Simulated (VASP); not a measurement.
A run of VASP 6.6.1:

File INCAR:

```
PREC = Accurate
ENCUT = 520
EDIFF = 1E-6
ISMEAR = 0
SIGMA = 0.05
LREAL = False
LASPH = True
NELM = 60
ALGO = Normal
ISIF = 2
LWAVE = False
LCHARG = False
GGA = PS
NBANDS = 16
```

File KPOINTS:

```
regular mesh
0
Gamma
  12 12 6
```

POSCAR

```
BN
1.0
    2.5539396017      0.0000000000      0.0000000000
   -1.2769698009      2.2117765748      0.0000000000
    0.0000000000      0.0000000000      4.2268550000
B N
2 2
Direct
    0.6666666667      0.3333333333      0.9997240000
    0.3333333333      0.6666666667      0.4997240000
    0.6666666667      0.3333333333      0.6873789110
    0.3333333333      0.6666666667      0.1873789110
```

Potentials or basis: VASP PAW PBE potentials, release 64 (B, N).

Command:

```bash
$ cat potpaw_PBE.64/B/POTCAR potpaw_PBE.64/N/POTCAR > POTCAR
$ mpirun -np 1 vasp_std > vasp.out
```

Hardware: 1 thread of Intel(R) Xeon(R) Platinum 8375C CPU @ 2.90GHz (Ice Lake), on a shared host.

**Question.** How long does it take, and how much memory?

**Answer.** It took 24 s on 1 thread of Intel(R) Xeon(R) Platinum 8375C CPU @ 2.90GHz (Ice Lake), on a shared host, peak memory 0.14 GiB. Counts: scf iterations 12, k points 76.
